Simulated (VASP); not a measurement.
A run of VASP 6.6.1:

File INCAR:

```
SYSTEM = CdSe
ALGO     = Normal         ! electronic algorithm
EDIFF    = 1E-6           ! SCF threshold, eV
ENCUT    = 520            ! plane-wave cutoff, eV
GGA      = PE             ! functional
ISIF     = 2              ! what is computed and relaxed
ISMEAR   = 0              ! smearing method
LASPH    = .True.         ! aspherical terms in the spheres
LCHARG   = .False.        ! write CHGCAR
LREAL    = .False.        ! projectors in reciprocal space
LWAVE    = .False.        ! write WAVECAR
NBANDS   = 16             ! bands
NELM     = 60             ! most SCF steps
PREC     = Accurate       ! precision mode
SIGMA    = 0.016          ! smearing width, eV
```

File KPOINTS:

```
k-points
0
Gamma
  8 8 8
  0 0 0
```

The input POSCAR:

```
CdSe
1.0
    0.0000000000      3.0702711986      3.0702711986
    3.0702711986      0.0000000000      3.0702711986
    3.0702711986      3.0702711986      0.0000000000
Cd Se
1 1
Direct
    0.0000000000      0.0000000000      0.0000000000
    0.2500000000      0.2500000000      0.2500000000
```

Potentials or basis: VASP PAW PBE potentials, release 64 (Cd, Se).

The run is started by

```bash
$ cat potpaw_PBE.64/Cd/POTCAR potpaw_PBE.64/Se/POTCAR > POTCAR
$ mpirun -np 1 vasp_std > vasp.out
```

Hardware: 1 thread of Intel(R) Xeon(R) Platinum 8488C (Sapphire Rapids), with other jobs on the host.

Q: How long does it take, and how much memory?

A: It took 11 s on 1 thread of Intel(R) Xeon(R) Platinum 8488C (Sapphire Rapids), on a shared host, peak memory 0.18 GiB. Counts: scf iterations 12, k points 29.
